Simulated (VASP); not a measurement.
# CdS (Hawleyite) (F-43m) in VASP: further runs

The runs below take CdS (Hawleyite) through single point, with PBE.

All numbers are computed with VASP 6.6.1; they aren't measurements. Logs are shortened: lines on timing, memory, paths and dates and some standing lists are left out, and cuts for length are marked.

### 1 The cell of the first run

It takes space group F-43m (No. 216, cubic). Conventional cell: a = 5.833 Å, b = 5.833 Å, c = 5.833 Å, α = 90.00°, β = 90.00°, γ = 90.00°. Within 3.3 Å of Cd (site symmetry -43m) lie 4 S at 2.53 Å. S (site symmetry -43m) has 4 Cd at 2.53 Å within 3.3 Å.

### 2 Single point, PBE

Input file INCAR:

```
SYSTEM = CdS
  ALGO = Normal
  EDIFF = 1E-7
  ENCUT = 520
  GGA = PE
  ISIF = 2
  ISMEAR = 0
  LASPH = .True.
  LCHARG = .False.
  LREAL = .False.
  LWAVE = .False.
  NBANDS = 16
  NELM = 80
  PREC = Accurate
  SIGMA = 0.025
```

Input file KPOINTS:

```
k-points
0
Gamma
  8 8 8
  0 0 0
```

Input file POSCAR:

```
CdS
1.0
    0.0000000000      2.9165000000      2.9165000000
    2.9165000000      0.0000000000      2.9165000000
    2.9165000000      2.9165000000      0.0000000000
Cd S
1 1
Direct
    0.0000000000      0.0000000000      0.0000000000
    0.7500000000      0.7500000000      0.7500000000
```

Potentials or basis: VASP PAW PBE potentials, release 64 (Cd, S).

Started as:

```bash
$ cat potpaw_PBE.64/Cd/POTCAR potpaw_PBE.64/S/POTCAR > POTCAR
$ mpirun -np 1 vasp_std > vasp.out
```

OUTCAR:

```text
SYSTEM = CdS
   EDIFF = 1E-7
   ENCUT = 520
   GGA = PE
   ISIF = 2
   ISMEAR = 0
   LASPH = .True.
   LREAL = .False.
   NELM = 80
   PREC = Accurate

 ion  position               nearest neighbor table
   1  0.000  0.000  0.000-   2 2.53   2 2.53   2 2.53   2 2.53
   2  0.750  0.750  0.750-   1 2.53   1 2.53   1 2.53   1 2.53

  LATTYP: Found a face centered cubic cell.
 ALAT       =     5.8330000000

  Lattice vectors:

 A1 = (   0.0000000000,   2.9165000000,   2.9165000000)
 A2 = (   2.9165000000,   0.0000000000,   2.9165000000)
 A3 = (   2.9165000000,   2.9165000000,   0.0000000000)

Analysis of symmetry for initial positions (statically):
=====================================================================
 Subroutine PRICEL returns:
 Original cell was already a primitive cell.

 Routine SETGRP: Setting up the symmetry group for a
 face centered cubic supercell.

 Subroutine GETGRP returns: Found 24 space group operations
 (whereof 24 operations were pure point group operations)
 out of a pool of 48 trial point group operations.

The static configuration has the point symmetry T_d .

Analysis of symmetry for dynamics (positions and initial velocities):
=====================================================================
 Subroutine PRICEL returns:
 Original cell was already a primitive cell.

 Routine SETGRP: Setting up the symmetry group for a
 face centered cubic supercell.

 Subroutine GETGRP returns: Found 24 space group operations
 (whereof 24 operations were pure point group operations)
 out of a pool of 48 trial point group operations.

The dynamic configuration has the point symmetry T_d .

 Subroutine INISYM returns: Found 24 space group operations
 (whereof 24 operations are pure point group operations),
 and found     1 'primitive' translations

----------------------------------------------------------------------------------------

                                     Primitive cell

  volume of cell :      49.6153

  direct lattice vectors                    reciprocal lattice vectors
     0.000000000  2.916500000  2.916500000    -0.171438368  0.171438368  0.171438368
     2.916500000  0.000000000  2.916500000     0.171438368 -0.171438368  0.171438368
     2.916500000  2.916500000  0.000000000     0.171438368  0.171438368 -0.171438368

  length of vectors
     4.124553855  4.124553855  4.124553855     0.296939964  0.296939964  0.296939964

  position of ions in fractional coordinates (direct lattice)
     0.000000000  0.000000000  0.000000000
     0.750000000  0.750000000  0.750000000

  ion indices of the primitive-cell ions
   primitive index   ion index
                 1           1
                 2           2

----------------------------------------------------------------------------------------

 KPOINTS: k-points

Automatic generation of k-mesh.
 Grid dimensions read from file:
 generate k-points for:    8    8    8

 Generating k-lattice:

  Cartesian coordinates                     Fractional coordinates (reciprocal lattice)
    -0.021429796  0.021429796  0.021429796     0.125000000  0.000000000  0.000000000
     0.021429796 -0.021429796  0.021429796     0.000000000  0.125000000  0.000000000
     0.021429796  0.021429796 -0.021429796     0.000000000  0.000000000  0.125000000

  Length of vectors
     0.037117495  0.037117495  0.037117495

  Shift w.r.t. Gamma in fractional coordinates (k-lattice)
     0.000000000  0.000000000  0.000000000

 Subroutine IBZKPT returns following result:
 ===========================================

 Found     29 irreducible k-points:

 Following reciprocal coordinates:
            Coordinates               Weight
  0.000000  0.000000  0.000000      1.000000
  0.125000  0.000000  0.000000      8.000000
  0.250000  0.000000  0.000000      8.000000
  0.375000  0.000000  0.000000      8.000000
  0.500000  0.000000  0.000000      4.000000
  0.125000  0.125000  0.000000      6.000000
[... 16 lines left out ...]
  0.500000  0.250000  0.125000     48.000000
 -0.375000  0.250000  0.125000     24.000000
 [... further k-points ...]
   k-points           NKPTS =     29   k-points in BZ     NKDIM =     29   number of bands    NBANDS=     16
   number of dos      NEDOS =    301   number of ions     NIONS =      2
   total plane-waves  NPLWV =  32768
   dimension x,y,z NGX =    32 NGY =   32 NGZ =   32
   dimension x,y,z NGXF=    64 NGYF=   64 NGZF=   64
   ions per type =               1   1
   NGX,Y,Z   is equivalent  to a cutoff of  12.90, 12.90, 12.90 a.u.
   NGXF,Y,Z  is equivalent  to a cutoff of  25.80, 25.80, 25.80 a.u.
 SYSTEM =  CdS
   PREC   = accura    normal or accurate (medium, high low for compatibility)
   ISTART =      0    job   : 0-new  1-cont  2-samecut
   ICHARG =      2    charge: 1-file 2-atom 10-const
   ISPIN  =      1    spin polarized calculation?
   LNONCOLLINEAR =      F non collinear calculations
   LSORBIT =      F    spin-orbit coupling
   LASPH  =      T    aspherical Exc in radial PAW
   ENCUT  =  520.0 eV  38.22 Ry    6.18 a.u.   7.67  7.67  7.67*2*pi/ulx,y,z
   NELM   =     80;   NELMIN=  2; NELMDL= -5     # of ELM steps
   EDIFF  = 0.1E-06   stopping-criterion for ELM
   LREAL  =      F    real-space projection
   EDIFFG = 0.1E-05   stopping-criterion for IOM
   NSW    =      0    number of steps for IOM
   IBRION =     -1    ionic relax: 0-MD 1-quasi-New 2-CG
   NFREE  =      0    steps in history (QN), initial steepest desc. (CG)
   ISIF   =      2    stress and relaxation
   ISYM   =      2    0-nonsym 1-usesym 2-fastsym
   POTIM  = 0.5000    time-step for ionic-motion
   TEBEG  =    0.0;   TEEND  =   0.0 temperature during run
   PSTRESS=    0.0 pullay stress
   NELECT =      18.0000    total number of electrons
   NUPDOWN=      -1.0000    fix difference up-down
   EMIN   =  10.00;   EMAX   =-10.00  energy-range for DOS
   EFERMI =   0.00;   METHOD = LEGACY
   ISMEAR =     0;   SIGMA  =   0.03  broadening in eV -4-tet -1-fermi 0-gaus
   EFERMI_NEDOS =   21; number of points for ismear=-14 and -15
   IALGO  =     38    algorithm
   IMIX   =      4    mixing-type and parameters
     AMIX     =   0.40;   BMIX     =  1.00
     AMIX_MAG =   1.60;   BMIX_MAG =  1.00
  volume/ion in A,a.u.               =      24.81       167.41
  Fermi-wavevector in a.u.,A,eV,Ry     =   1.167599  2.206442 18.548649  1.363287
  Thomas-Fermi vector in A             =   2.304097
   LORBIT       =      0    0 simple, 1 ext, 2 COOP (PROOUT), +10 PAW based schemes
   GGA     = PE    functional components
   LHFCALC =     F    Hartree Fock is set to
   AEXX    =    0.0000 exact exchange contribution
   IVDW    =     0    specifies the selected vdW correction
   LEPSILON=     F    determine dielectric tensor
   LRPA    =     F    only Hartree local field effects (RPA)
 non-spin polarized calculation
 Gauss-broadening in eV      SIGMA  =   0.03
  energy-cutoff  :      520.00
  volume of cell :       49.62
 maximum number of plane-waves:      1363
   NGX = 15   NGY = 15   NGZ = 15

 number of electron      18.0000004 magnetization

 Free energy of the ion-electron system (eV)
  ---------------------------------------------------
  ext. energy  EPLUGINS =         0.00000000
  ---------------------------------------------------
  free energy    TOTEN  =        -6.12127789 eV

  energy without entropy =       -6.12127789  energy(sigma->0) =       -6.12127789

 E-fermi :   1.5053     XC(G=0):  -9.1497

 val. band max:        1.3143377331   @ k =   0.0000   0.0000   0.0000
 cond. band min:       2.4641080293   @ k =   0.0000   0.0000   0.0000
 fundamental gap:      1.1497702962
 Fermi energy:         1.5052713210

 k-point     1 :       0.0000    0.0000    0.0000
  band No.  band energies     occupation
      1     -11.0554      2.00000
      2      -6.4137      2.00000
      3      -6.4137      2.00000
      4      -6.4137      2.00000
      5      -5.9338      2.00000
      6      -5.9338      2.00000
[... 8 lines left out ...]
     15      12.7950      0.00000
     16      12.7950      0.00000

 k-point     2 :       0.1250    0.0000    0.0000
  band No.  band energies     occupation
      1     -10.9933      2.00000
      2      -6.3912      2.00000
      3      -6.3912      2.00000
      4      -6.3600      2.00000
      5      -5.9349      2.00000
      6      -5.9349      2.00000
[... 8 lines left out ...]
     15      12.1973      0.00000
     16      13.3259      0.00000

 k-point     3 :       0.2500    0.0000    0.0000
  band No.  band energies     occupation
      1     -10.8426      2.00000
      2      -6.3424      2.00000
      3      -6.3424      2.00000
      4      -6.1672      2.00000
      5      -5.9295      2.00000
      6      -5.9295      2.00000
[... 8 lines left out ...]
     15      11.9619      0.00000
     16      12.6506      0.00000

 k-point     4 :       0.3750    0.0000    0.0000
  band No.  band energies     occupation
      1     -10.6920      2.00000
      2      -6.3048      2.00000
      3      -6.3048      2.00000
      4      -5.9094      2.00000
      5      -5.9094      2.00000
      6      -5.8119      2.00000
[... 8 lines left out ...]
     15      12.8190      0.00000
     16      12.8190      0.00000
[... 324 lines left out ...]
 k-point    22 :       0.3750    0.2500    0.1250
  band No.  band energies     occupation
      1     -10.7320      2.00000
      2      -6.2904      2.00000
      3      -6.2640      2.00000
      4      -6.1005      2.00000
      5      -5.9265      2.00000
      6      -5.8732      2.00000
[... 8 lines left out ...]
     15      13.3246      0.00000
     16      15.2046      0.00000

 k-point    23 :       0.5000    0.2500    0.1250
  band No.  band energies     occupation
      1     -10.6136      2.00000
      2      -6.2545      2.00000
      3      -6.2285      2.00000
      4      -6.0000      2.00000
      5      -5.9002      2.00000
      6      -5.6424      2.00000
[... 8 lines left out ...]
     15      14.1446      0.00000
     16      14.4106      0.00000

 k-point    24 :      -0.3750    0.2500    0.1250
  band No.  band energies     occupation
      1     -10.5653      2.00000
      2      -6.2497      2.00000
      3      -6.2116      2.00000
      4      -5.9596      2.00000
      5      -5.9070      2.00000
      6      -5.4397      2.00000
[... 8 lines left out ...]
     15      13.6170      0.00000
     16      14.4857      0.00000

 [... further k-points ...]
[... 5 lines left out ...]
  --------------------------------------------------------------------------------------
  -------------------------------------------------------------------------------------
  Total        0.9935897      0.9935897      0.9935897      0.0000000      0.0000000      0.0000000
  in kB       32.0849772     32.0849772     32.0849772      0.0000000      0.0000000      0.0000000
  external PRESSURE =      32.0849772 kB  Pullay stress =       0.0000000 kB

 VOLUME and BASIS-vectors are now :
 -----------------------------------------------------------------------------
  energy-cutoff  :      520.00
  volume of cell :       49.62
      direct lattice vectors                 reciprocal lattice vectors
     0.000000000  2.916500000  2.916500000    -0.171438368  0.171438368  0.171438368
     2.916500000  0.000000000  2.916500000     0.171438368 -0.171438368  0.171438368
     2.916500000  2.916500000  0.000000000     0.171438368  0.171438368 -0.171438368

 POSITION                                       TOTAL-FORCE (eV/Angst)
 -----------------------------------------------------------------------------------
      0.00000      0.00000      0.00000         0.000000      0.000000      0.000000
      4.37475      4.37475      4.37475        -0.000000     -0.000000     -0.000000
 -----------------------------------------------------------------------------------
    total drift:                                0.000000      0.000000      0.000000

  FREE ENERGIE OF THE ION-ELECTRON SYSTEM (eV)
  ---------------------------------------------------
  free  energy   TOTEN  =        -6.1212778902 eV

  energy  without entropy=       -6.1212778902  energy(sigma->0) =       -6.12127789
```

Run time: 64 s. Hardware: 1 thread of AMD EPYC 7R13, shared host; peak memory 0.15 GiB.

What came out:

| Item | Value |
| --- | --- |
| Free energy | -6.1213 eV |
| Pressure | 3.2 GPa |
| Band gap on the k mesh | 1.15 eV, direct |

Levels at points of the mesh, in eV from the valence-band top:
| k point | band 7 | band 8 | band 9 | band 10 | band 11 | band 12 |
| --- | --- | --- | --- | --- | --- | --- |
| (0.00, 0.00, 0.00) | 0.00 | 0.00 | 0.00 | 1.15 | 6.55 | 6.55 |
| (0.50, 0.00, 0.00) | -4.40 | -0.75 | -0.75 | 3.02 | 7.01 | 7.01 |
| (0.50, 0.50, 0.00) | -3.95 | -1.88 | -1.88 | 3.55 | 4.35 | 9.23 |

(Part 1 of 2 ends here.)
